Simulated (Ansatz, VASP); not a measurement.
## Two plane-wave programs on WS2

```xyz
3
Lattice="1.6264 0.9390 6.3482 -1.6264 0.9390 6.3482 0.0000 -1.8780 6.3482" Properties=species:S:1:pos:R:3 pbc="T T T"
W     0.0000    0.0000    0.0000
S     0.0000    0.0000   14.2892
S     0.0000    0.0000   11.0650
```

Change from the starting cell: strain +0.030 along x and y, +0.030 along z, atoms carried along.

Alike in both runs: task single point; functional PBEsol; k mesh 12 × 12 × 12; occupations gaussian, width 0.05 eV; no spin polarisation.

|  | VASP | Ansatz |
| --- | --- | --- |
| version | VASP 6.6.1 | Ansatz 0.2.0 |
| potentials or method | VASP PAW PBE potentials, release 64 (W_sv, S), cutoff 520 eV | scalar-relativistic, plane waves, PAW |
| valence electrons in the cell | 26 | 26 |

VASP gave:

* gap on the k mesh at the Fermi level (eV): 1.05
* least direct gap on the mesh (eV): 1.68
* pressure (GPa): -12.7
* traceless stress, the component that is largest in VASP (GPa): -0.12
* rms of the force components (eV/Å): 0.705

**Question.** Estimate Ansatz's values.

**Answer.** gap on the k mesh at the Fermi level (eV): 1.04; least direct gap on the mesh (eV): 1.68; pressure (GPa): -12.8; traceless stress, the component that is largest in VASP (GPa): -0.14; rms of the force components (eV/Å): 0.712.

VASP's potentials were made for PBE, not for PBEsol. Atom by atom the forces differ by 0.007 eV/Å (rms over components).

Spin-orbit coupling is off throughout.
